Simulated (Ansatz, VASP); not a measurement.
# SrO in VASP and in Ansatz

File POSCAR:

```
SrO
1.0
    0.0000000000      2.4413100000      2.6982900000
    2.4413100000      0.0000000000      2.6982900000
    2.4413100000      2.4413100000      0.0000000000
Sr O
1 1
Direct
    0.0000000000      0.0000000000      0.0000000000
    0.5000000000      0.5000000000      0.5000000000
```

The input INCAR.step1:

```
SYSTEM = SrO
PREC     = Accurate       ! precision mode
ENCUT    = 520            ! plane-wave cutoff, eV
ISMEAR   = 0              ! smearing method
SIGMA    = 0.05           ! smearing width, eV
LREAL    = .False.        ! projectors in reciprocal space
LASPH    = .True.         ! aspherical terms in the spheres
NELM     = 80             ! most SCF steps
NBANDS   = 15             ! bands
GGA      = PE             ! functional
ALGO     = Normal         ! electronic algorithm
EDIFF    = 1E-4           ! SCF threshold, eV
LWAVE    = .True.         ! write WAVECAR
LCHARG   = .False.        ! write CHGCAR
```

File INCAR.step2:

```
SYSTEM = SrO
PREC     = Accurate       ! precision mode
ENCUT    = 520            ! plane-wave cutoff, eV
EDIFF    = 1E-6           ! SCF threshold, eV
ISMEAR   = 0              ! smearing method
SIGMA    = 0.05           ! smearing width, eV
LREAL    = .False.        ! projectors in reciprocal space
LASPH    = .True.         ! aspherical terms in the spheres
NELM     = 80             ! most SCF steps
ALGO     = Normal         ! electronic algorithm
ISIF     = 2              ! what is computed and relaxed
LWAVE    = .False.        ! write WAVECAR
LCHARG   = .False.        ! write CHGCAR
METAGGA  = R2SCAN         ! meta-GGA
LMIXTAU  = .True.       
NBANDS   = 15             ! bands
ISTART   = 1
```

Contents of KPOINTS:

```
regular mesh
0
Gamma
  8 8 8
  0 0 0
```

Input for Ansatz:

```yaml
crystal:
  lattice:
    - [0.0, 2.44131, 2.69829]
    - [2.44131, 0.0, 2.69829]
    - [2.44131, 2.44131, 0.0]
  atoms:
    - { symbol: Sr, position: [0.0, 0.0, 0.0] }
    - { symbol: O, position: [0.5, 0.5, 0.5] }
basis:
  ecutwfc: 500
kpoints:
  mp_grid: { grid: [8, 8, 8] }
hamiltonian:
  xc: r2scan
scf:
  occupations: { method: gaussian, width: 0.05 }
output:
  forces: true
  stress: true
  eigenvalues: true
```

Change from the starting cell: strain -0.050 along x and y, +0.050 along z, atoms carried along.

Alike in both runs: task single point; functional r2SCAN; k mesh 8 × 8 × 8; occupations gaussian, width 0.05 eV; no spin polarisation.

```csv
,VASP,Ansatz
version,VASP 6.6.1,Ansatz 0.2.0
potentials or method,"VASP PAW PBE potentials, release 64 (Sr_sv, O), cutoff 520 eV","scalar-relativistic, plane waves, PAW"
valence electrons in the cell,16,16
```

```tsv
	VASP	Ansatz	Ansatz less VASP
gap on the k mesh at the Fermi level (eV)	3.46	3.51	+0.044
least direct gap on the mesh (eV)	3.46	3.51	+0.044
pressure (GPa)	10.4	9.5	-0.82
traceless stress, the component that is largest in VASP (GPa)	-11.92	-11.38	+0.542
```

VASP's potentials were made for PBE, not for r2SCAN. The functional is the same, so the differences come from potentials, cutoffs and numerics.
